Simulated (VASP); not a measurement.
# Se (P3_121) in VASP: notebook

Se is run at these levels: PBEsol, PBE+D4, PBE+D3(BJ), PBE; tasks: single point.

All numbers are computed with VASP 6.6.1; they aren't measurements. Logs are shortened: lines on timing, memory, paths and dates and some standing lists are left out, and cuts for length are marked.

## 1. The cell of the first run

It takes space group P3_121 (No. 152, trigonal). Conventional cell: a = 4.038 Å, b = 4.038 Å, c = 5.123 Å, α = 90.00°, β = 90.00°, γ = 120.00°. Within 3.2 Å of Se (site symmetry 2) lie 6 Se at 2.44 to 3.18 Å.

## 2. Single point, PBEsol

File INCAR:

```
PREC = Accurate
ENCUT = 520
EDIFF = 1E-6
ISMEAR = -1
SIGMA = 0.05
LREAL = F
LASPH = T
NELM = 60
ALGO = Normal
ISIF = 2
LWAVE = F
LCHARG = T
GGA = PS
LELF = T
LVHAR = T
NBANDS = 16
```

File KPOINTS:

```
Automatic mesh
0
Gamma
  7 7 6
```

File POSCAR:

```
Se
1.0
    4.0376953252      0.0000000000      0.0000000000
   -2.0188476626      3.4967467244      0.0000000000
    0.0000000000      0.0000000000      5.1229422762
Se
3
Direct
    0.7513308845      0.7513308845      0.0000000000
    0.0000000000      0.2486691155      0.6666666667
    0.2486691155      0.0000000000      0.3333333333
```

Potentials or basis: VASP PAW PBE potentials, release 64 (Se).

Started as:

```bash
cat potpaw_PBE.64/Se/POTCAR > POTCAR
mpirun -np 1 vasp_std > vasp.out
```

OUTCAR:

```text
PREC = Accurate
   ENCUT = 520
   EDIFF = 1E-6
   ISMEAR = -1
   LREAL = F
   LASPH = T
   NELM = 60
   ISIF = 2
   GGA = PS

 ion  position               nearest neighbor table
   1  0.751  0.751  0.000-   3 2.44   2 2.44
   2  0.000  0.249  0.667-   1 2.44   3 2.44
   3  0.249  0.000  0.333-   1 2.44   2 2.44

  LATTYP: Found a hexagonal cell.
 ALAT       =     4.0376953252
 C/A-ratio  =     1.2687788116

  Lattice vectors:

 A1 = (   4.0376953252,   0.0000000000,   0.0000000000)
 A2 = (  -2.0188476626,   3.4967467244,   0.0000000000)
 A3 = (   0.0000000000,   0.0000000000,   5.1229422762)

Analysis of symmetry for initial positions (statically):
=====================================================================
 Subroutine PRICEL returns:
 Original cell was already a primitive cell.

 Routine SETGRP: Setting up the symmetry group for a
 hexagonal supercell.

 Subroutine GETGRP returns: Found  6 space group operations
 (whereof  2 operations were pure point group operations)
 out of a pool of 24 trial point group operations.

The static configuration has the point symmetry C_2 .
 The point group associated with its full space group is D_3 .

Analysis of symmetry for dynamics (positions and initial velocities):
=====================================================================
 Subroutine PRICEL returns:
 Original cell was already a primitive cell.

 Routine SETGRP: Setting up the symmetry group for a
 hexagonal supercell.

 Subroutine GETGRP returns: Found  6 space group operations
 (whereof  2 operations were pure point group operations)
 out of a pool of 24 trial point group operations.

The dynamic configuration has the point symmetry C_2 .
 The point group associated with its full space group is D_3 .

 Subroutine INISYM returns: Found  6 space group operations
 (whereof  2 operations are pure point group operations),
 and found     1 'primitive' translations

----------------------------------------------------------------------------------------

                                     Primitive cell

  volume of cell :      72.3298

  direct lattice vectors                    reciprocal lattice vectors
     4.037695325  0.000000000  0.000000000     0.247666037  0.142990053  0.000000000
    -2.018847663  3.496746724  0.000000000     0.000000000  0.285980106  0.000000000
     0.000000000  0.000000000  5.122942276     0.000000000  0.000000000  0.195200326

  length of vectors
     4.037695325  4.037695325  5.122942276     0.285980106  0.285980106  0.195200326
[... 84 lines left out ...]
   LREAL  =      F    real-space projection
   EDIFFG = 0.1E-04   stopping-criterion for IOM
   NSW    =      0    number of steps for IOM
   IBRION =     -1    ionic relax: 0-MD 1-quasi-New 2-CG
   NFREE  =      0    steps in history (QN), initial steepest desc. (CG)
   ISIF   =      2    stress and relaxation
   ISYM   =      2    0-nonsym 1-usesym 2-fastsym
   POTIM  = 0.5000    time-step for ionic-motion
   TEBEG  =    0.0;   TEEND  =   0.0 temperature during run
   PSTRESS=    0.0 pullay stress
   NELECT =      18.0000    total number of electrons
   NUPDOWN=      -1.0000    fix difference up-down
   EMIN   =  10.00;   EMAX   =-10.00  energy-range for DOS
   EFERMI =   0.00;   METHOD = LEGACY
   ISMEAR =    -1;   SIGMA  =   0.05  broadening in eV -4-tet -1-fermi 0-gaus
   EFERMI_NEDOS =   21; number of points for ismear=-14 and -15
   IALGO  =     38    algorithm
   IMIX   =      4    mixing-type and parameters
     AMIX     =   0.40;   BMIX     =  1.00
     AMIX_MAG =   1.60;   BMIX_MAG =  1.00
  volume/ion in A,a.u.               =      24.11       162.70
  Fermi-wavevector in a.u.,A,eV,Ry     =   1.029738  1.945922 14.427069  1.060360
  Thomas-Fermi vector in A             =   2.163800
   LORBIT       =      0    0 simple, 1 ext, 2 COOP (PROOUT), +10 PAW based schemes
   GGA     = PS    functional components
   LHFCALC =     F    Hartree Fock is set to
   AEXX    =    0.0000 exact exchange contribution
   IVDW    =     0    specifies the selected vdW correction
   LEPSILON=     F    determine dielectric tensor
   LRPA    =     F    only Hartree local field effects (RPA)
 non-spin polarized calculation
  energy-cutoff  :      520.00
  volume of cell :       72.33
 maximum number of plane-waves:      1976
 NGX is ok and might be reduce to    30
   NGX = 15   NGY = 15   NGZ = 19

 number of electron      18.0000001 magnetization

 Free energy of the ion-electron system (eV)
  ---------------------------------------------------
  ext. energy  EPLUGINS =         0.00000000
  ---------------------------------------------------
  free energy    TOTEN  =       -11.56106746 eV

  energy without entropy =      -11.56105995  energy(sigma->0) =      -11.56106371

 E-fermi :   4.1657     XC(G=0):  -9.6896

 val. band max:        3.7280586345   @ k =   0.4286   0.1429   0.5000
 cond. band min:       4.6307151686   @ k =   0.2857   0.2857   0.5000
 fundamental gap:      0.9026565341
 Fermi energy:         4.1656542707

 k-point     1 :       0.0000    0.0000    0.0000
  band No.  band energies     occupation
      1     -12.3318      2.00000
      2      -8.2250      2.00000
      3      -8.2250      2.00000
      4       0.0555      2.00000
      5       0.2939      2.00000
      6       0.2939      2.00000
[... 433 lines left out ...]
      3      -7.0175      2.00000
      4      -1.4815      2.00000
      5      -0.6673      2.00000
      6       0.1288      2.00000
[... 8 lines left out ...]
     15      11.0886      0.00000
     16      12.2325      0.00000

 [... further k-points ...]

------------------------ aborting loop because EDIFF is reached ----------------------------------------

  FORCE on cell =-STRESS in cart. coord.  units (eV):
  Direction    XX          YY          ZZ          XY          YZ          ZX
  --------------------------------------------------------------------------------------
  -------------------------------------------------------------------------------------
  Total        0.0618134      0.0618134      0.1149705      0.0000000      0.0000000      0.0000000
  in kB        1.3692286      1.3692286      2.5467119      0.0000000      0.0000000      0.0000000
  external PRESSURE =       1.7617231 kB  Pullay stress =       0.0000000 kB

 VOLUME and BASIS-vectors are now :
 -----------------------------------------------------------------------------
  energy-cutoff  :      520.00
  volume of cell :       72.33
      direct lattice vectors                 reciprocal lattice vectors
     4.037695325  0.000000000  0.000000000     0.247666037  0.142990053  0.000000000
    -2.018847663  3.496746724  0.000000000     0.000000000  0.285980106  0.000000000
     0.000000000  0.000000000  5.122942276     0.000000000  0.000000000  0.195200326

 POSITION                                       TOTAL-FORCE (eV/Angst)
 -----------------------------------------------------------------------------------
      1.51682      2.62721      0.00000        -0.015316     -0.026529      0.000000
     -0.50203      0.86953      3.41529        -0.015316      0.026529      0.000000
      1.00405      0.00000      1.70765         0.030633      0.000000     -0.000000
 -----------------------------------------------------------------------------------
    total drift:                               -0.000001     -0.000001      0.000000

  FREE ENERGIE OF THE ION-ELECTRON SYSTEM (eV)
  ---------------------------------------------------
  free  energy   TOTEN  =       -11.5610674583 eV

  energy  without entropy=      -11.5610599545  energy(sigma->0) =      -11.56106371
```

stdout:

```text
POSCAR found type information on POSCAR Se
 POSCAR found :  1 types and       3 ions
 scaLAPACK will be used
 -----------------------------------------------------------------------------
|                                                                             |
|                                                                             |
|     You enforced a specific xc type in the INCAR file but a different       |
|     I HOPE YOU KNOW WHAT YOU ARE DOING!                                     |
|                                                                             |
 -----------------------------------------------------------------------------

 LDA part: xc-table for (Slater+PW92), standard interpolation
 POSCAR, INCAR and KPOINTS ok, starting setup
 FFT: planning ... GRIDC
 FFT: planning ... GRID_SOFT
 FFT: planning ... GRID
 WAVECAR not read
 entering main loop
```

Run time: 19 s. Hardware: 1 thread of Intel Xeon 6975P-C (Granite Rapids), shared host; peak memory 0.19 GiB.

What came out:

```yaml
Free_energy: -11.5611 eV
Pressure: 0.2 GPa
Largest_force: 0.031 eV/Å
Band_gap_on_the_k_mesh: 0.90 eV, indirect (least direct gap 1.13 eV)
```

Forces on the atoms (eV/Å):
```
Se  -0.015 -0.027  0.000
Se  -0.015  0.027  0.000
Se   0.031  0.000  0.000
```

Caveat: the PAW data sets were made with another functional, which shifts forces and pressure a little.

## 3. Single point, PBE+D4

This run uses another cell than the first one, of 24.40 Å³/atom, 1.012 times its volume.

File INCAR:

```
SYSTEM = Se
PREC = Accurate ; ENCUT = 520
EDIFF = 1E-6 ; ISMEAR = -1
SIGMA = 0.05 ; LREAL = .False.
LASPH = .True. ; NELM = 80
ALGO = Normal ; ISIF = 2
LWAVE = .False. ; LCHARG = .False.
GGA = PE ; IVDW = 13
NBANDS = 16
```

File KPOINTS:

```
Automatic mesh
0
Gamma
  7 7 6
  0 0 0
```

File POSCAR:

```
Se
1.0
    4.0573377479      0.0000000000      0.0000000000
   -2.0286688739      3.5137575614      0.0000000000
    0.0000000000      0.0000000000      5.1335313416
Se
3
Direct
    0.7521035816      0.7521035816      0.0000000000
    0.0000000000      0.2478964184      0.6666666667
    0.2478964184      0.0000000000      0.3333333333
```

Potentials or basis: VASP PAW PBE potentials, release 64 (Se).

Started as:

```bash
cat potpaw_PBE.64/Se/POTCAR > POTCAR
mpirun -np 1 vasp_std > vasp.out
```

Wall time 21 s (1 thread of Intel Xeon 6975P-C (Granite Rapids), shared host); peak memory 0.19 GiB.

The run converged. Its results:

| Quantity | Value |
| --- | --- |
| Free energy | -11.6023 eV |
| Pressure | 0.1 GPa |
| Largest force | 0.019 eV/Å |
| Band gap on the k mesh | 0.92 eV, indirect (least direct gap 1.16 eV) |
| Dispersion energy per atom | -0.394 eV |

Forces in eV/Å, atoms in the order of the input:
```
Se  -0.010 -0.017  0.000
Se  -0.010  0.017  0.000
Se   0.019  0.000  0.000
```

Levels at points of the mesh, in eV from the valence-band top:
```tsv
k point	band 7	band 8	band 9	band 10	band 11	band 12
(0.00, 0.00, 0.00)	-1.85	-1.85	-0.52	1.48	1.48	2.08
(0.00, 0.00, 0.50)	-1.37	-1.32	-1.32	0.95	0.98	0.98
```

A k mesh can miss the band edges. As with any semilocal functional, this PBE gap is likely too small.

(Part 1 of 2 ends here.)
